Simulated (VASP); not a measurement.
## Zr2Br: relaxation of cell and atoms with PBE

Zr2Br:

```
Zr Br
1.0
     4.70636    0.00000    0.00000
    -2.35318    4.07582    0.00000
     0.00000    0.00000    3.15905
Zr Br
2 1
Cartesian
  0.0000 2.7172 1.5795
  2.3532 1.3586 1.5795
  0.0000 0.0000 0.0000
```

The cell was generated, and may not be a known phase.

| Property | Result |
| --- | --- |
| Program | VASP 6.6.1 |
| Task | relaxation of cell and atoms |
| Functional | PBE |
| Potentials or basis | VASP PAW PBE potentials, release 64 (Zr_sv, Br) |
| Cutoff | 600 eV |
| k mesh | 6 × 6 × 6 |
| Occupations | gaussian, width 0.1 eV |
| Spin | no spin polarisation |
| Dipole correction | no |
| Further INCAR settings | ALGO = Normal; EDIFF = 1e-07; IBRION = 2; EDIFFG = -0.04; NSW = 90; ISIF = 3 |

- Relaxed volume: 23.24 Å³/atom
- Relaxed cell: a = 5.072 Å, b = 5.072 Å, c = 3.129 Å, α = 90.00°, β = 90.00°, γ = 120.00°
- Space group after relaxing (to 0.1 Å): P6/mmm (No. 191)
- Energy gained by relaxing: 106.7 meV/atom
- Ionic steps: 5
- Pressure after relaxing: 0.1 GPa
- Band gap on the k mesh: zero (an odd number of electrons rules out a gap without spin polarisation)

The path:
```csv
step,energy change (eV),largest force (eV/Å),pressure (GPa),volume (Å³)
1,0.0000,0.0000,8.29,60.60
2,-0.3118,0.0000,-0.53,70.13
3,-0.3120,0.0000,-0.75,70.47
4,-0.3200,0.0000,0.15,69.65
5,-0.3201,0.0000,0.05,69.73
```

Final structure:
```
CELL_PARAMETERS angstrom
5.07233 0.00000 0.00000
-2.53617 4.39277 0.00000
0.00000 0.00000 3.12950
ATOMIC_POSITIONS crystal
Zr 0.33333 0.66667 0.50000
Zr 0.66667 0.33333 0.50000
Br 0.00000 0.00000 0.00000
```

Levels at points of the mesh, in eV from the Fermi level:
```csv
k point,band 12,band 13,band 14,band 15,band 16,band 17,band 18,band 19
"(0.00, 0.00, 0.00)",-3.16,-1.97,-1.15,-0.41,0.25,0.25,2.25,2.25
"(0.50, 0.00, 0.00)",-2.13,-2.13,-1.08,-0.69,-0.44,0.90,1.72,1.91
"(0.00, 0.00, 0.50)",-4.66,-1.73,-1.73,0.26,0.26,0.53,1.35,1.36
"(0.50, 0.00, 0.50)",-4.94,-1.13,-0.79,-0.29,-0.15,0.17,1.36,1.88
```

It took 5.1 min on 1 thread of Intel Xeon 8259CL (shared host), peak memory 0.23 GiB.

Caveat: the volume moved by over 15 % at a fixed basis, so the end points are rough; an odd number of electrons without spin polarisation forces a metal; a magnetic or distorted state may lie lower.
